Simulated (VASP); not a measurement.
H, 2 atoms in the cell. It takes space group I4/mmm (No. 139, tetragonal). The conventional cell has a = 2.820 Å, b = 2.820 Å, c = 3.861 Å, α = 90.00°, β = 90.00°, γ = 90.00°. Within 1.1 Å of H (site symmetry 4mm) lie 1 H at 0.77 Å. 

```yaml
Program: VASP 6.6.1
Task: relaxation of cell and atoms
Functional: LDA
Potentials_or_basis: VASP PAW LDA potentials, release 64 (H)
Cutoff: 500 eV
k_mesh: 12 × 12 × 12
Occupations: gaussian, width 0.01 eV
Spin: no spin polarisation
Target_pressure: 12 GPa
Dipole_correction: no
Further_INCAR_settings: ALGO = Normal; EDIFF = 1e-07; IBRION = 2; EDIFFG = -0.001; NSW = 80; ISIF = 3
```

Potentials or basis: VASP PAW LDA potentials, release 64 (H).

The run is started by

```bash
$ cat potpaw_LDA.64/H/POTCAR > POTCAR
$ mpirun -np 1 vasp_std > vasp.out
```

Hardware: 1 thread of Intel(R) Xeon(R) 6975P-C (Granite Rapids), on a shared host.

Task: How long does it take, and how much memory?

Result: Wall time 57 s on 1 thread of Intel(R) Xeon(R) 6975P-C (Granite Rapids), with other jobs on the host, peak memory 0.11 GiB. Counts: scf iterations 175, k points 163, ion steps 38.
